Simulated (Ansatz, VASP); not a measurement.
**One calculation of C, two programs**

Contents of INCAR:

```
ALGO = Normal ; EDIFF = 1E-7
ENCUT = 520 ; GGA = RE
ISIF = 2 ; ISMEAR = -1
LASPH = T ; LCHARG = F
LREAL = F ; LWAVE = F
NBANDS = 8 ; NELM = 60
PREC = Accurate ; SIGMA = 0.1
```

File KPOINTS:

```
k-points
0
Gamma
  20 20 20
```

The input POSCAR:

```
C
1.0
    0.0000000000      1.5898061022      1.5898061022
    1.5898061022      0.0000000000      1.5898061022
    1.5898061022      1.5898061022      0.0000000000
C
1
Direct
    0.0000000000      0.0000000000      0.0000000000
```

Input for Ansatz:

```yaml
crystal:
  lattice:
    - [0.0, 1.5898061022, 1.5898061022]
    - [1.5898061022, 0.0, 1.5898061022]
    - [1.5898061022, 1.5898061022, 0.0]
  atoms:
    - { symbol: C, position: [0.0, 0.0, 0.0] }
hamiltonian:
  xc: revpbe
  pseudopotentials:
    kind: paw
    azcp:
      C: "pseudopotentials/C.paw.azcp"
basis:
  ecutwfc: 420
  fft_grid_basis: typed
kpoints:
  mp_grid: { grid: [20, 20, 20], shift: [0, 0, 0] }
magnetization:
  spin_polarized: false
scf:
  occupations: { method: fermi_dirac, width: 0.1 }
  lower_state_search: "off"
output:
  stress: true
```

Alike in both runs: task single point; functional revPBE; k mesh 20 × 20 × 20; occupations fermi-dirac, width 0.1 eV; no spin polarisation.

|  | VASP | Ansatz |
| --- | --- | --- |
| version | VASP 6.6.1 | Ansatz 0.2.0 |
| potentials or method | VASP PAW PBE potentials, release 64 (C), cutoff 520 eV | plane waves (420 eV) with PAW, scalar-relativistic |
| valence electrons in the cell | 4 | 4 |

|  | VASP | Ansatz | Ansatz less VASP |
| --- | --- | --- | --- |
| pressure (GPa) | -9.7 | -9.7 | +0.01 |

VASP's potentials were made for PBE, not for revPBE. The functional is the same, so the differences come from potentials, cutoffs and numerics.
